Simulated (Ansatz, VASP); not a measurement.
Al in VASP and in Ansatz

```
Al
1.0
    -1.54348    1.54348    1.56735
     1.54348   -1.54348    1.56735
     1.54348    1.54348   -1.56735
Al
1
Direct
  0.00000 0.00000 0.00000
```

Change from the starting cell: strain -0.030 along x and y, -0.015 along z, atoms carried along.

Alike in both runs: task single point; functional r2SCAN; k mesh 20 × 20 × 20; occupations gaussian, width 0.15 eV; no spin polarisation.

|  | VASP | Ansatz |
| --- | --- | --- |
| version | VASP 6.6.1 | Ansatz 0.2.0 |
| potentials or method | VASP PAW PBE potentials, release 64 (Al), cutoff 520 eV | scalar-relativistic, plane waves, PAW |
| valence electrons in the cell | 3 | 3 |

Ansatz gave:

| Quantity | Value |
| --- | --- |
| gap on the k mesh at the Fermi level (eV) | none |
| pressure (GPa) | 8.0 |
| traceless stress, the component that is largest in VASP (GPa) | 0.90 |

Question: Which values does VASP return?

Answer: gap on the k mesh at the Fermi level (eV): none; pressure (GPa): 7.6; traceless stress, the component that is largest in VASP (GPa): 0.90.

VASP's potentials were made for PBE, not for r2SCAN. A gap of «none» marks a metal or a gap that the smearing closes. With one functional, cell and mesh, what is left measures potentials, basis and numerics.
